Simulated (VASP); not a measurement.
Write the native input for VASP 6.6.1 that does the following.

```yaml
Task: relaxation of cell and atoms
Functional: PBE
Potentials_or_basis: VASP PAW PBE potentials, release 64 (Zn, As, N)
Cutoff: 600 eV
k_mesh: 8 × 8 × 8
Occupations: fermi-dirac, width 0.15 eV
Spin: no spin polarisation
Dipole_correction: no
Further_INCAR_settings: ALGO = Normal; EDIFF = 1e-06; IBRION = 2; EDIFFG = -0.001; NSW = 80; ISIF = 3
```

The structure of Zn3AsN lies in POSCAR:

```
Zn3AsN
1.0
    4.1711730427      0.0000000000      0.0000000000
    0.0000000000      4.1711730427      0.0000000000
    0.0000000000      0.0000000000      4.1711730427
Zn As N
3 1 1
Direct
    0.0000000000      0.5000000000      0.5000000000
    0.5000000000      0.0000000000      0.5000000000
    0.5000000000      0.5000000000      0.0000000000
    0.0000000000      0.0000000000      0.0000000000
    0.5000000000      0.5000000000      0.5000000000
```

The input as run:

INCAR

```
PREC = Accurate
ENCUT = 600
EDIFF = 1E-6
ISMEAR = -1
SIGMA = 0.15
LREAL = F
LASPH = T
NELM = 80
ALGO = Normal
ISIF = 3
LWAVE = F
LCHARG = F
GGA = PE
IBRION = 2
NSW = 80
EDIFFG = -0.001
```

KPOINTS

```
Automatic mesh
0
Gamma
  8 8 8
```

Potentials or basis: VASP PAW PBE potentials, release 64 (Zn, As, N).

Command:

```sh
$ cat potpaw_PBE.64/Zn/POTCAR potpaw_PBE.64/As/POTCAR potpaw_PBE.64/N/POTCAR > POTCAR
$ mpirun -np 1 vasp_std > vasp.out
```

It gave:

| Quantity | Value |
| --- | --- |
| Relaxed volume | 14.60 Å³/atom |
| Relaxed cell | a = 4.179 Å, b = 4.179 Å, c = 4.179 Å, α = 90.00°, β = 90.00°, γ = 90.00° |
| Space group after relaxing (to 0.1 Å) | Pm-3m (No. 221) |
| Energy gained by relaxing | 0.2 meV/atom |
| Ionic steps | 6 |
| Pressure after relaxing | 0.0 GPa |
| Band gap on the k mesh | zero (bands 23 and 24 overlap by 0.36 eV) |

Wall time 3.3 min on 1 thread of Intel(R) Xeon(R) Platinum 8259CL CPU @ 2.50GHz (Skylake/Cascade Lake) (shared host), peak memory 0.26 GiB.
